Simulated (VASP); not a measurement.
Set up this calculation in VASP 6.6.1, as the native input.

```
Task                   : electric field gradients
Functional             : PBE
Potentials or basis    : VASP PAW PBE potentials, release 64 (Si, O)
Cutoff                 : 520 eV
k mesh                 : 6 × 6 × 9
Occupations            : fermi-dirac, width 0.03 eV
Spin                   : no spin polarisation
Dipole correction      : no
Further INCAR settings : ALGO = Normal; EDIFF = 1e-08; NBANDS = 25
```

The structure of SiO2 lies in POSCAR:

```
SiO2
1.0
    4.2077835882      0.0000000000      0.0000000000
    0.0000000000      4.2077835882      0.0000000000
    0.0000000000      0.0000000000      2.6854680646
Si O
2 4
Direct
    0.0000000000      0.0000000000      0.0000000000
    0.5000000000      0.5000000000      0.5000000000
    0.3067000000      0.3067000000      0.0000000000
    0.1933000000      0.8067000000      0.5000000000
    0.6933000000      0.6933000000      0.0000000000
    0.8067000000      0.1933000000      0.5000000000
```

This cell differs from its parent crystal: volume scaled by 1.02.

These files were run (other wordings do the same):

INCAR

```
SYSTEM = SiO2
ALGO = Normal
EDIFF = 1E-8
ENCUT = 520
GGA = PE
ISIF = 2
ISMEAR = -1
LASPH = .TRUE.
LCHARG = .FALSE.
LEFG = .TRUE.
LREAL = .FALSE.
LWAVE = .FALSE.
NBANDS = 25
NELM = 80
PREC = Accurate
SIGMA = 0.03
```

KPOINTS

```
k-points
0
G
  6 6 9
  0 0 0
```

Potentials or basis: VASP PAW PBE potentials, release 64 (Si, O).

Launch:

```bash
$ cat potpaw_PBE.64/Si/POTCAR potpaw_PBE.64/O/POTCAR > POTCAR
$ mpirun -np 1 vasp_std > vasp.out
```

It gave:

The pressure is 4.5 GPa, the largest force is 0.104 eV/Å and the band gap on the k mesh is 5.26 eV, direct.

Caveat: without QUAD_EFG the Cq values of the log hold for a quadrupole moment of 1 mb, not for the nuclei.

Run time: 26 s on 1 thread of Intel(R) Xeon(R) Platinum 8559C (Emerald Rapids) (shared host), peak memory 0.17 GiB.
